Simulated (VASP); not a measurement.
# BN (P6_3mc) in VASP: single point with LDA

Aim: the single point of BN with LDA.

Everything below comes from runs of VASP 6.6.1. Logs are shortened: lines on timing, memory, paths and dates and some standing lists are left out, and cuts for length are marked.

## Step 1: The cell of the first run

Symmetry: P6_3mc, No. 186, hexagonal system. The conventional cell has a = 2.554 Å, b = 2.554 Å, c = 4.227 Å, α = 90.00°, β = 90.00°, γ = 120.00°. Within 2.1 Å of B (site symmetry 3m) lie 4 N at 1.57 to 1.58 Å. N (site symmetry 3m) has 4 B at 1.57 to 1.58 Å within 2.1 Å.

## Step 2: Single point, LDA

Contents of INCAR:

```
SYSTEM = BN
PREC = Accurate ; ENCUT = 1330
EDIFF = 1E-6 ; ISMEAR = 0
SIGMA = 0.1 ; LREAL = .FALSE.
LASPH = .TRUE. ; NELM = 120
ALGO = Normal ; ISIF = 2
LWAVE = .FALSE. ; LCHARG = .FALSE.
NBANDS = 16 ; GGA_COMPAT = .FALSE.
```

Contents of KPOINTS:

```
regular mesh
0
G
  9 9 4
  0 0 0
```

Contents of POSCAR:

```
BN
1.0
    2.5539396000      0.0000000000      0.0000000000
   -1.2769698000      2.2117765700      0.0000000000
    0.0000000000      0.0000000000      4.2268550000
B N
2 2
Direct
    0.6666666700      0.3333333300      0.9997240000
    0.3333333300      0.6666666700      0.4997240000
    0.6666666700      0.3333333300      0.6252760000
    0.3333333300      0.6666666700      0.1252760000
```

Potentials or basis: VASP PAW LDA potentials, release 64 (B_h, N_h).

Run with:

```
$ cat potpaw_LDA.64/B_h/POTCAR potpaw_LDA.64/N_h/POTCAR > POTCAR
$ mpirun -np 1 vasp_std > vasp.out
```

OUTCAR:

```text
SYSTEM = BN
   PREC = Accurate
   ENCUT = 1330
   EDIFF = 1E-6
   ISMEAR = 0
   LREAL = .FALSE.
   LASPH = .TRUE.
   NELM = 120
   ISIF = 2

 ion  position               nearest neighbor table
   1  0.667  0.333  1.000-
   2  0.333  0.667  0.500-
   3  0.667  0.333  0.625-
   4  0.333  0.667  0.125-

  LATTYP: Found a hexagonal cell.
 ALAT       =     2.5539396000
 C/A-ratio  =     1.6550332670

  Lattice vectors:

 A1 = (   2.5539396000,   0.0000000000,   0.0000000000)
 A2 = (  -1.2769698000,   2.2117765700,   0.0000000000)
 A3 = (   0.0000000000,   0.0000000000,   4.2268550000)

Analysis of symmetry for initial positions (statically):
=====================================================================
 Subroutine PRICEL returns:
 Original cell was already a primitive cell.

 Routine SETGRP: Setting up the symmetry group for a
 hexagonal supercell.

 Subroutine GETGRP returns: Found 12 space group operations
 (whereof  6 operations were pure point group operations)
 out of a pool of 24 trial point group operations.

The static configuration has the point symmetry C_3v.
 The point group associated with its full space group is C_6v.

Analysis of symmetry for dynamics (positions and initial velocities):
=====================================================================
 Subroutine PRICEL returns:
 Original cell was already a primitive cell.

 Routine SETGRP: Setting up the symmetry group for a
 hexagonal supercell.

 Subroutine GETGRP returns: Found 12 space group operations
 (whereof  6 operations were pure point group operations)
 out of a pool of 24 trial point group operations.

The dynamic configuration has the point symmetry C_3v.
 The point group associated with its full space group is C_6v.

 Subroutine INISYM returns: Found 12 space group operations
 (whereof  6 operations are pure point group operations),
 and found     1 'primitive' translations

----------------------------------------------------------------------------------------

                                     Primitive cell

  volume of cell :      23.8764

  direct lattice vectors                    reciprocal lattice vectors
     2.553939600  0.000000000  0.000000000     0.391551938  0.226062617  0.000000000
    -1.276969800  2.211776570  0.000000000     0.000000000  0.452125234  0.000000000
     0.000000000  0.000000000  4.226855000     0.000000000  0.000000000  0.236582518

  length of vectors
     2.553939600  2.553939597  4.226855000     0.452125234  0.452125234  0.236582518

  position of ions in fractional coordinates (direct lattice)
     0.666666670  0.333333330  0.999724000
     0.333333330  0.666666670  0.499724000
     0.666666670  0.333333330  0.625276000
     0.333333330  0.666666670  0.125276000

  ion indices of the primitive-cell ions
   primitive index   ion index
                 1           1
                 2           2
                 3           3
                 4           4

----------------------------------------------------------------------------------------

 KPOINTS: regular mesh

Automatic generation of k-mesh.
 Grid dimensions read from file:
 generate k-points for:    9    9    4

 Generating k-lattice:

  Cartesian coordinates                     Fractional coordinates (reciprocal lattice)
     0.043505771  0.025118069  0.000000000     0.111111111 -0.000000000  0.000000000
     0.000000000  0.050236137  0.000000000     0.000000000  0.111111111  0.000000000
     0.000000000  0.000000000  0.059145630     0.000000000  0.000000000  0.250000000

  Length of vectors
     0.050236137  0.050236137  0.059145630

  Shift w.r.t. Gamma in fractional coordinates (k-lattice)
     0.000000000  0.000000000  0.000000000

 Subroutine IBZKPT returns following result:
 ===========================================

 Found     36 irreducible k-points:

 Following reciprocal coordinates:
            Coordinates               Weight
  0.000000  0.000000  0.000000      1.000000
  0.111111  0.000000  0.000000      6.000000
  0.222222  0.000000  0.000000      6.000000
  0.333333  0.000000  0.000000      6.000000
  0.444444  0.000000  0.000000      6.000000
  0.111111  0.111111  0.000000      6.000000
[... 16 lines left out ...]
  0.333333  0.222222  0.250000     24.000000
  0.333333  0.333333  0.250000      4.000000
 [... further k-points ...]
   k-points           NKPTS =     36   k-points in BZ     NKDIM =     36   number of bands    NBANDS=     16
   number of dos      NEDOS =    301   number of ions     NIONS =      4
   total plane-waves  NPLWV =  45000
   dimension x,y,z NGX =    30 NGY =   30 NGZ =   50
   dimension x,y,z NGXF=    60 NGYF=   60 NGZF=  100
   ions per type =               2   2
   NGX,Y,Z   is equivalent  to a cutoff of  19.53, 19.53, 19.67 a.u.
   NGXF,Y,Z  is equivalent  to a cutoff of  39.06, 39.06, 39.33 a.u.
 SYSTEM =  BN
   PREC   = accura    normal or accurate (medium, high low for compatibility)
   ISTART =      0    job   : 0-new  1-cont  2-samecut
   ICHARG =      2    charge: 1-file 2-atom 10-const
   ISPIN  =      1    spin polarized calculation?
   LNONCOLLINEAR =      F non collinear calculations
   LSORBIT =      F    spin-orbit coupling
   LASPH  =      T    aspherical Exc in radial PAW
   ENCUT  = 1330.0 eV  97.75 Ry    9.89 a.u.   7.59  7.59 12.57*2*pi/ulx,y,z
   NELM   =    120;   NELMIN=  2; NELMDL= -5     # of ELM steps
   EDIFF  = 0.1E-05   stopping-criterion for ELM
   LREAL  =      F    real-space projection
   EDIFFG = 0.1E-04   stopping-criterion for IOM
   NSW    =      0    number of steps for IOM
   IBRION =     -1    ionic relax: 0-MD 1-quasi-New 2-CG
   NFREE  =      0    steps in history (QN), initial steepest desc. (CG)
   ISIF   =      2    stress and relaxation
   ISYM   =      2    0-nonsym 1-usesym 2-fastsym
   POTIM  = 0.5000    time-step for ionic-motion
   TEBEG  =    0.0;   TEEND  =   0.0 temperature during run
   PSTRESS=    0.0 pullay stress
   NELECT =      16.0000    total number of electrons
   NUPDOWN=      -1.0000    fix difference up-down
   EMIN   =  10.00;   EMAX   =-10.00  energy-range for DOS
   EFERMI =   0.00;   METHOD = LEGACY
   ISMEAR =     0;   SIGMA  =   0.10  broadening in eV -4-tet -1-fermi 0-gaus
   EFERMI_NEDOS =   21; number of points for ismear=-14 and -15
   IALGO  =     38    algorithm
   IMIX   =      4    mixing-type and parameters
     AMIX     =   0.40;   BMIX     =  1.00
     AMIX_MAG =   1.60;   BMIX_MAG =  1.00
  volume/ion in A,a.u.               =       5.97        40.28
  Fermi-wavevector in a.u.,A,eV,Ry     =   1.432600  2.707222 27.923836  2.052344
  Thomas-Fermi vector in A             =   2.552210
   LORBIT       =      0    0 simple, 1 ext, 2 COOP (PROOUT), +10 PAW based schemes
   GGA     = CA    functional components
   LHFCALC =     F    Hartree Fock is set to
   AEXX    =    0.0000 exact exchange contribution
   IVDW    =     0    specifies the selected vdW correction
   LEPSILON=     F    determine dielectric tensor
   LRPA    =     F    only Hartree local field effects (RPA)
 non-spin polarized calculation
 Gauss-broadening in eV      SIGMA  =   0.10
  energy-cutoff  :     1330.00
  volume of cell :       23.88
 maximum number of plane-waves:      2654
   NGX = 15   NGY = 15   NGZ = 25

 number of electron      16.0000000 magnetization

 Free energy of the ion-electron system (eV)
  ---------------------------------------------------
  ext. energy  EPLUGINS =         0.00000000
  ---------------------------------------------------
  free energy    TOTEN  =       -38.73747568 eV

  energy without entropy =      -38.73747568  energy(sigma->0) =      -38.73747568

 E-fermi :   9.3573     XC(G=0): -13.2053

 val. band max:        8.8618571895   @ k =   0.0000   0.0000   0.0000
 cond. band min:      13.8294762107   @ k =   0.3333   0.3333   0.0000
 fundamental gap:      4.9676190212
 Fermi energy:         9.3572928594

 k-point     1 :       0.0000    0.0000    0.0000
  band No.  band energies     occupation
      1     -11.2667      2.00000
      2      -7.1018      2.00000
      3      -1.9922      2.00000
      4       6.7546      2.00000
      5       6.7546      2.00000
      6       8.5812      2.00000
[... 8 lines left out ...]
     15      20.5501      0.00000
     16      24.6946      0.00000

 k-point     2 :       0.1111    0.0000    0.0000
  band No.  band energies     occupation
      1     -10.9996      2.00000
      2      -6.8971      2.00000
      3      -1.7283      2.00000
      4       5.5970      2.00000
      5       6.2787      2.00000
      6       7.9014      2.00000
[... 8 lines left out ...]
     15      21.2957      0.00000
     16      24.3023      0.00000

 k-point     3 :       0.2222    0.0000    0.0000
  band No.  band energies     occupation
      1     -10.2137      2.00000
      2      -6.3385      2.00000
      3      -0.9558      2.00000
      4       3.1269      2.00000
      5       5.3137      2.00000
      6       5.7589      2.00000
[... 8 lines left out ...]
     15      23.0550      0.00000
     16      23.7462      0.00000

 k-point     4 :       0.3333    0.0000    0.0000
  band No.  band energies     occupation
      1      -8.9739      2.00000
      2      -5.6913      2.00000
      3       0.2163      2.00000
      4       0.7464      2.00000
      5       3.4124      2.00000
      6       4.4513      2.00000
[... 8 lines left out ...]
     15      24.3851      0.00000
     16      24.9412      0.00000

 k-point     5 :       0.4444    0.0000    0.0000
  band No.  band energies     occupation
      1      -7.5328      2.00000
      2      -5.7046      2.00000
      3      -0.4777      2.00000
      4       1.3419      2.00000
      5       1.8370      2.00000
      6       3.9707      2.00000
[... 8 lines left out ...]
     15      24.8411      0.00000
     16      26.1369      0.00000

 k-point     6 :       0.1111    0.1111    0.0000
  band No.  band energies     occupation
      1     -10.4727      2.00000
      2      -6.5131      2.00000
      3      -1.2091      2.00000
      4       4.1117      2.00000
      5       5.0524      2.00000
      6       6.7484      2.00000
[... 8 lines left out ...]
     15      22.8826      0.00000
     16      23.8767      0.00000
[... 267 lines left out ...]
 k-point    21 :       0.4444    0.1111    0.2500
  band No.  band energies     occupation
      1      -6.7861      2.00000
      2      -5.9037      2.00000
      3      -0.9680      2.00000
      4       0.2561      2.00000
      5       2.9810      2.00000
      6       3.9704      2.00000
[... 8 lines left out ...]
     15      24.7461      0.00000
     16      25.8690      0.00000

 k-point    22 :       0.2222    0.2222    0.2500
  band No.  band energies     occupation
      1      -7.9648      2.00000
      2      -5.9973      2.00000
      3       0.4176      2.00000
      4       1.5035      2.00000
      5       2.9298      2.00000
      6       3.1253      2.00000
[... 8 lines left out ...]
     15      23.8082      0.00000
     16      24.5739      0.00000

 k-point    23 :       0.3333    0.2222    0.2500
  band No.  band energies     occupation
      1      -6.7030      2.00000
      2      -5.6616      2.00000
      3      -0.3040      2.00000
      4       0.6713      2.00000
      5       1.7525      2.00000
      6       3.5438      2.00000
[... 8 lines left out ...]
     15      24.3045      0.00000
     16      25.1918      0.00000

 k-point    24 :       0.3333    0.3333    0.2500
  band No.  band energies     occupation
      1      -5.8692      2.00000
      2      -5.8692      2.00000
      3       0.0310      2.00000
      4       0.7389      2.00000
      5       0.7389      2.00000
      6       2.6113      2.00000
[... 8 lines left out ...]
     15      24.9632      0.00000
     16      24.9632      0.00000

 [... further k-points ...]

------------------------ aborting loop because EDIFF is reached ----------------------------------------

  FORCE on cell =-STRESS in cart. coord.  units (eV):
  Direction    XX          YY          ZZ          XY          YZ          ZX
  --------------------------------------------------------------------------------------
  -------------------------------------------------------------------------------------
  Total       -1.9455943     -1.9455942     -2.0087390      0.0000000      0.0000000      0.0000000
  in kB     -130.5550370   -130.5550366   -134.7922363      0.0000000      0.0000000      0.0000000
  external PRESSURE =    -131.9674366 kB  Pullay stress =       0.0000000 kB

 VOLUME and BASIS-vectors are now :
 -----------------------------------------------------------------------------
  energy-cutoff  :     1330.00
  volume of cell :       23.88
      direct lattice vectors                 reciprocal lattice vectors
     2.553939600  0.000000000  0.000000000     0.391551938  0.226062617  0.000000000
    -1.276969800  2.211776570  0.000000000     0.000000000  0.452125234  0.000000000
     0.000000000  0.000000000  4.226855000     0.000000000  0.000000000  0.236582518

 POSITION                                       TOTAL-FORCE (eV/Angst)
 -----------------------------------------------------------------------------------
      1.27697      0.73726      4.22569         0.000000     -0.000000      0.021618
     -0.00000      1.47452      2.11226        -0.000000      0.000000      0.021618
      1.27697      0.73726      2.64295        -0.000000      0.000000     -0.021618
     -0.00000      1.47452      0.52952         0.000000     -0.000000     -0.021618
 -----------------------------------------------------------------------------------
    total drift:                                0.000002     -0.000001      0.000574

  FREE ENERGIE OF THE ION-ELECTRON SYSTEM (eV)
  ---------------------------------------------------
  free  energy   TOTEN  =       -38.7374756821 eV

  energy  without entropy=      -38.7374756821  energy(sigma->0) =      -38.73747568
```

It took 23 s on 1 thread of AMD EPYC 9R45 (Zen 5), shared host; peak memory 0.16 GiB.

Results:

* Free energy: -38.7375 eV
* Pressure: -13.2 GPa
* Largest force: 0.022 eV/Å
* Band gap on the k mesh: 4.97 eV (least direct gap 8.10 eV)

Forces on the atoms (eV/Å):
```
B    0.000  0.000  0.022
B    0.000  0.000  0.022
N    0.000  0.000 -0.022
N    0.000  0.000 -0.022
```

Caveat: the cell stands under tension.
